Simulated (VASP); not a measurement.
# InO2 (Fd-3m) in VASP: a series of runs

The runs below take InO2 through single point, with PBE.

Everything below comes from runs of VASP 6.6.1. Logs are shortened: lines on timing, memory, paths and dates and some standing lists are left out, and cuts for length are marked.

### Step 1. The cell of the first run

The structure is cubic, space group Fd-3m (No. 227). Conventional cell: a = 6.793 Å, b = 6.793 Å, c = 6.793 Å, α = 90.00°, β = 90.00°, γ = 90.00°. Within 3.7 Å of In (site symmetry -43m) lie 12 O at 2.82 Å and 4 In at 2.94 Å. Within 3.2 Å of O (site symmetry -3m) lie 6 O at 2.40 Å and 6 In at 2.82 Å.

### Step 2. Single point, PBE

The input, INCAR:

```
PREC     = Accurate       # precision mode
ENCUT    = 520            # plane-wave cutoff, eV
EDIFF    = 1E-6           # SCF threshold, eV
ISMEAR   = 0              # smearing method
SIGMA    = 0.1            # smearing width, eV
LREAL    = F              # projectors in reciprocal space
LASPH    = T              # aspherical terms in the spheres
NELM     = 60             # most SCF steps
ALGO     = Normal         # electronic algorithm
ISIF     = 2              # what is computed and relaxed
LWAVE    = F              # write WAVECAR
LCHARG   = F              # write CHGCAR
GGA      = PE             # functional
NBANDS   = 34             # bands
```

The input, KPOINTS:

```
regular mesh
0
Gamma
  6 6 6
```

The input, POSCAR:

```
InO2
1.0
    0.0000000000      3.3963536587      3.3963536587
    3.3963536587      0.0000000000      3.3963536587
    3.3963536587      3.3963536587      0.0000000000
In O
2 4
Direct
    0.0000000000      0.0000000000      0.0000000000
    0.2500000000      0.2500000000      0.2500000000
    0.6250000000      0.6250000000      0.6250000000
    0.1250000000      0.6250000000      0.6250000000
    0.6250000000      0.6250000000      0.1250000000
    0.6250000000      0.1250000000      0.6250000000
```

Potentials or basis: VASP PAW PBE potentials, release 64 (In_d, O).

The run is started by

```
$ cat potpaw_PBE.64/In_d/POTCAR potpaw_PBE.64/O/POTCAR > POTCAR
$ mpirun -np 1 vasp_std > vasp.out
```

OUTCAR:

```text
PREC = Accurate
   ENCUT = 520
   EDIFF = 1E-6
   ISMEAR = 0
   LREAL = F
   LASPH = T
   NELM = 60
   ISIF = 2
   GGA = PE

 ion  position               nearest neighbor table
   1  0.000  0.000  0.000-   4 2.82   5 2.82   6 2.82   3 2.82   3 2.82   3 2.82   6 2.82   4 2.82
                             6 2.82   5 2.82   4 2.82   5 2.82   2 2.94   2 2.94   2 2.94   2 2.94
   2  0.250  0.250  0.250-   4 2.82   5 2.82   6 2.82   3 2.82   3 2.82   3 2.82   4 2.82   4 2.82
                             5 2.82   6 2.82   5 2.82   6 2.82   1 2.94   1 2.94   1 2.94   1 2.94
   3  0.625  0.625  0.625-   2 2.82   2 2.82   2 2.82   1 2.82   1 2.82   1 2.82
   4  0.125  0.625  0.625-   1 2.82   2 2.82   2 2.82   2 2.82   1 2.82   1 2.82
   5  0.625  0.625  0.125-   1 2.82   2 2.82   2 2.82   2 2.82   1 2.82   1 2.82
   6  0.625  0.125  0.625-   1 2.82   2 2.82   2 2.82   2 2.82   1 2.82   1 2.82

  LATTYP: Found a face centered cubic cell.
 ALAT       =     6.7927073174

  Lattice vectors:

 A1 = (   0.0000000000,   3.3963536587,   3.3963536587)
 A2 = (   3.3963536587,   0.0000000000,   3.3963536587)
 A3 = (   3.3963536587,   3.3963536587,   0.0000000000)

Analysis of symmetry for initial positions (statically):
=====================================================================
 Subroutine PRICEL returns:
 Original cell was already a primitive cell.

 Routine SETGRP: Setting up the symmetry group for a
 face centered cubic supercell.

 Subroutine GETGRP returns: Found 48 space group operations
 (whereof 24 operations were pure point group operations)
 out of a pool of 48 trial point group operations.

The static configuration has the point symmetry T_d .
 The point group associated with its full space group is O_h .

Analysis of symmetry for dynamics (positions and initial velocities):
=====================================================================
 Subroutine PRICEL returns:
 Original cell was already a primitive cell.

 Routine SETGRP: Setting up the symmetry group for a
 face centered cubic supercell.

 Subroutine GETGRP returns: Found 48 space group operations
 (whereof 24 operations were pure point group operations)
 out of a pool of 48 trial point group operations.

The dynamic configuration has the point symmetry T_d .
 The point group associated with its full space group is O_h .

 Subroutine INISYM returns: Found 48 space group operations
 (whereof 24 operations are pure point group operations),
 and found     1 'primitive' translations

----------------------------------------------------------------------------------------

                                     Primitive cell

  volume of cell :      78.3554

  direct lattice vectors                    reciprocal lattice vectors
     0.000000000  3.396353659  3.396353659    -0.147216707  0.147216707  0.147216707
     3.396353659  0.000000000  3.396353659     0.147216707 -0.147216707  0.147216707
     3.396353659  3.396353659  0.000000000     0.147216707  0.147216707 -0.147216707

  length of vectors
     4.803169407  4.803169407  4.803169407     0.254986816  0.254986816  0.254986816

  position of ions in fractional coordinates (direct lattice)
     0.000000000  0.000000000  0.000000000
     0.250000000  0.250000000  0.250000000
     0.625000000  0.625000000  0.625000000
     0.125000000  0.625000000  0.625000000
     0.625000000  0.625000000  0.125000000
     0.625000000  0.125000000  0.625000000

  ion indices of the primitive-cell ions
   primitive index   ion index
                 1           1
                 2           2
                 3           3
                 4           4
                 5           5
                 6           6

----------------------------------------------------------------------------------------

 KPOINTS: regular mesh

Automatic generation of k-mesh.
 Grid dimensions read from file:
 generate k-points for:    6    6    6

 Generating k-lattice:

  Cartesian coordinates                     Fractional coordinates (reciprocal lattice)
    -0.024536118  0.024536118  0.024536118     0.166666667  0.000000000  0.000000000
     0.024536118 -0.024536118  0.024536118     0.000000000  0.166666667  0.000000000
     0.024536118  0.024536118 -0.024536118     0.000000000  0.000000000  0.166666667

  Length of vectors
     0.042497803  0.042497803  0.042497803

  Shift w.r.t. Gamma in fractional coordinates (k-lattice)
     0.000000000  0.000000000  0.000000000

 Subroutine IBZKPT returns following result:
 ===========================================

 Found     16 irreducible k-points:

 Following reciprocal coordinates:
            Coordinates               Weight
  0.000000  0.000000  0.000000      1.000000
  0.166667  0.000000  0.000000      8.000000
  0.333333  0.000000  0.000000      8.000000
  0.500000  0.000000  0.000000      4.000000
  0.166667  0.166667  0.000000      6.000000
  0.333333  0.166667  0.000000     24.000000
[... 8 lines left out ...]
 -0.333333  0.333333  0.166667     24.000000
 -0.333333  0.500000  0.166667     12.000000
   k-points           NKPTS =     16   k-points in BZ     NKDIM =     16   number of bands    NBANDS=     34
   number of dos      NEDOS =    301   number of ions     NIONS =      6
   total plane-waves  NPLWV =  46656
   dimension x,y,z NGX =    36 NGY =   36 NGZ =   36
   dimension x,y,z NGXF=    72 NGYF=   72 NGZF=   72
   ions per type =               2   4
   NGX,Y,Z   is equivalent  to a cutoff of  12.46, 12.46, 12.46 a.u.
   NGXF,Y,Z  is equivalent  to a cutoff of  24.92, 24.92, 24.92 a.u.
 SYSTEM =  unknown system
   PREC   = accura    normal or accurate (medium, high low for compatibility)
   ISTART =      0    job   : 0-new  1-cont  2-samecut
   ICHARG =      2    charge: 1-file 2-atom 10-const
   ISPIN  =      1    spin polarized calculation?
   LNONCOLLINEAR =      F non collinear calculations
   LSORBIT =      F    spin-orbit coupling
   LASPH  =      T    aspherical Exc in radial PAW
   ENCUT  =  520.0 eV  38.22 Ry    6.18 a.u.   8.93  8.93  8.93*2*pi/ulx,y,z
   NELM   =     60;   NELMIN=  2; NELMDL= -5     # of ELM steps
   EDIFF  = 0.1E-05   stopping-criterion for ELM
   LREAL  =      F    real-space projection
   EDIFFG = 0.1E-04   stopping-criterion for IOM
   NSW    =      0    number of steps for IOM
   IBRION =     -1    ionic relax: 0-MD 1-quasi-New 2-CG
   NFREE  =      0    steps in history (QN), initial steepest desc. (CG)
   ISIF   =      2    stress and relaxation
   ISYM   =      2    0-nonsym 1-usesym 2-fastsym
   POTIM  = 0.5000    time-step for ionic-motion
   TEBEG  =    0.0;   TEEND  =   0.0 temperature during run
   PSTRESS=    0.0 pullay stress
   NELECT =      50.0000    total number of electrons
   NUPDOWN=      -1.0000    fix difference up-down
   EMIN   =  10.00;   EMAX   =-10.00  energy-range for DOS
   EFERMI =   0.00;   METHOD = LEGACY
   ISMEAR =     0;   SIGMA  =   0.10  broadening in eV -4-tet -1-fermi 0-gaus
   EFERMI_NEDOS =   21; number of points for ismear=-14 and -15
   IALGO  =     38    algorithm
   IMIX   =      4    mixing-type and parameters
     AMIX     =   0.40;   BMIX     =  1.00
     AMIX_MAG =   1.60;   BMIX_MAG =  1.00
  volume/ion in A,a.u.               =      13.06        88.13
  Fermi-wavevector in a.u.,A,eV,Ry     =   1.409425  2.663427 27.027680  1.986478
  Thomas-Fermi vector in A             =   2.531482
   LORBIT       =      0    0 simple, 1 ext, 2 COOP (PROOUT), +10 PAW based schemes
   GGA     = PE    functional components
   LHFCALC =     F    Hartree Fock is set to
   AEXX    =    0.0000 exact exchange contribution
   IVDW    =     0    specifies the selected vdW correction
   LEPSILON=     F    determine dielectric tensor
   LRPA    =     F    only Hartree local field effects (RPA)
 non-spin polarized calculation
 Gauss-broadening in eV      SIGMA  =   0.10
  energy-cutoff  :      520.00
  volume of cell :       78.36
 maximum number of plane-waves:      2126
   NGX = 17   NGY = 17   NGZ = 17

 number of electron      50.0000005 magnetization

 Free energy of the ion-electron system (eV)
  ---------------------------------------------------
  ext. energy  EPLUGINS =         0.00000000
  ---------------------------------------------------
  free energy    TOTEN  =       -20.31622741 eV

  energy without entropy =      -20.28586903  energy(sigma->0) =      -20.30104822

 E-fermi :   5.6156     XC(G=0): -11.2162

 val. band max:        5.6138827346   @ k =   0.5000   0.3333   0.0000
 cond. band min:       5.6385027720   @ k =  -0.3333   0.1667   0.0000
 fundamental gap:      0.0246200374
 Fermi energy:         5.6155568203

 k-point     1 :       0.0000    0.0000    0.0000
  band No.  band energies     occupation
      1     -13.0156      2.00000
      2     -10.6274      2.00000
      3     -10.6274      2.00000
      4     -10.6274      2.00000
      5      -9.0131      2.00000
      6      -9.0131      2.00000
[... 26 lines left out ...]
     33      14.5923      0.00000
     34      14.5923      0.00000

 k-point     2 :       0.1667    0.0000    0.0000
  band No.  band energies     occupation
      1     -12.9074      2.00000
      2     -10.7771      2.00000
      3     -10.6456      2.00000
      4     -10.6456      2.00000
      5      -9.0048      2.00000
      6      -9.0015      2.00000
[... 26 lines left out ...]
     33      14.5132      0.00000
     34      14.5132      0.00000

 k-point     3 :       0.3333    0.0000    0.0000
  band No.  band energies     occupation
      1     -12.6315      2.00000
      2     -11.1413      2.00000
      3     -10.6785      2.00000
      4     -10.6785      2.00000
      5      -9.0714      2.00000
      6      -9.0714      2.00000
[... 26 lines left out ...]
     33      14.3678      0.00000
     34      14.7862      0.00000

 k-point     4 :       0.5000    0.0000    0.0000
  band No.  band energies     occupation
      1     -12.4293      2.00000
      2     -11.3893      2.00000
      3     -10.6934      2.00000
      4     -10.6934      2.00000
      5      -9.1057      2.00000
      6      -9.1057      2.00000
[... 26 lines left out ...]
     33      14.2969      0.00000
     34      16.6627      0.00000

 k-point     5 :       0.1667    0.1667    0.0000
  band No.  band energies     occupation
      1     -12.8706      2.00000
      2     -10.8657      2.00000
      3     -10.6250      2.00000
      4     -10.6250      2.00000
      5      -9.0336      2.00000
      6      -9.0336      2.00000
[... 325 lines left out ...]
 k-point    14 :       0.5000    0.3333    0.1667
  band No.  band energies     occupation
      1     -12.3949      2.00000
      2     -11.4451      2.00000
      3     -10.6713      2.00000
      4     -10.6513      2.00000
      5      -9.1034      2.00000
      6      -9.0818      2.00000
[... 26 lines left out ...]
     33      14.6601      0.00000
     34      15.0719      0.00000

 k-point    15 :      -0.3333    0.3333    0.1667
  band No.  band energies     occupation
      1     -12.1877      2.00000
      2     -11.6658      2.00000
      3     -10.6742      2.00000
      4     -10.6714      2.00000
      5      -9.0932      2.00000
      6      -9.0904      2.00000
[... 26 lines left out ...]
     33      14.8012      0.00000
     34      15.5489      0.00000

 k-point    16 :      -0.3333    0.5000    0.1667
  band No.  band energies     occupation
      1     -11.9377      2.00000
      2     -11.9377      2.00000
      3     -10.6553      2.00000
      4     -10.6553      2.00000
      5      -9.0967      2.00000
      6      -9.0967      2.00000
[... 26 lines left out ...]
     33      15.0417      0.00000
     34      15.0417      0.00000

------------------------ aborting loop because EDIFF is reached ----------------------------------------

  FORCE on cell =-STRESS in cart. coord.  units (eV):
  Direction    XX          YY          ZZ          XY          YZ          ZX
  --------------------------------------------------------------------------------------
  -------------------------------------------------------------------------------------
  Total       -3.1199788     -3.1199788     -3.1199788      0.0000000      0.0000000      0.0000000
  in kB      -63.7960085    -63.7960085    -63.7960085      0.0000000      0.0000000      0.0000000
  external PRESSURE =     -63.7960085 kB  Pullay stress =       0.0000000 kB

 VOLUME and BASIS-vectors are now :
 -----------------------------------------------------------------------------
  energy-cutoff  :      520.00
  volume of cell :       78.36
      direct lattice vectors                 reciprocal lattice vectors
     0.000000000  3.396353659  3.396353659    -0.147216707  0.147216707  0.147216707
     3.396353659  0.000000000  3.396353659     0.147216707 -0.147216707  0.147216707
     3.396353659  3.396353659  0.000000000     0.147216707  0.147216707 -0.147216707

 POSITION                                       TOTAL-FORCE (eV/Angst)
 -----------------------------------------------------------------------------------
      0.00000      0.00000      0.00000         0.000000      0.000000      0.000000
      1.69818      1.69818      1.69818        -0.000000     -0.000000     -0.000000
      4.24544      4.24544      4.24544        -0.000000     -0.000000     -0.000000
      4.24544      2.54727      2.54727        -0.000000     -0.000000     -0.000000
      2.54727      2.54727      4.24544        -0.000000     -0.000000     -0.000000
      2.54727      4.24544      2.54727        -0.000000     -0.000000     -0.000000
 -----------------------------------------------------------------------------------
    total drift:                                0.000000     -0.000000      0.000000

  FREE ENERGIE OF THE ION-ELECTRON SYSTEM (eV)
  ---------------------------------------------------
  free  energy   TOTEN  =       -20.3162274056 eV

  energy  without entropy=      -20.2858690277  energy(sigma->0) =      -20.30104822
```

Wall time 22 s (1 thread of Intel Xeon 6975P-C (Granite Rapids), shared host); peak memory 0.21 GiB.

Results:

```
Free energy            : -20.3162 eV
Pressure               : -6.4 GPa
Band gap on the k mesh : zero (bands 25 and 26 overlap by 0.57 eV)
```

Caveat: the cell stands under tension; spin-orbit coupling is left out, which moves the levels of the heavy elements.

[end of part 1 of 2]
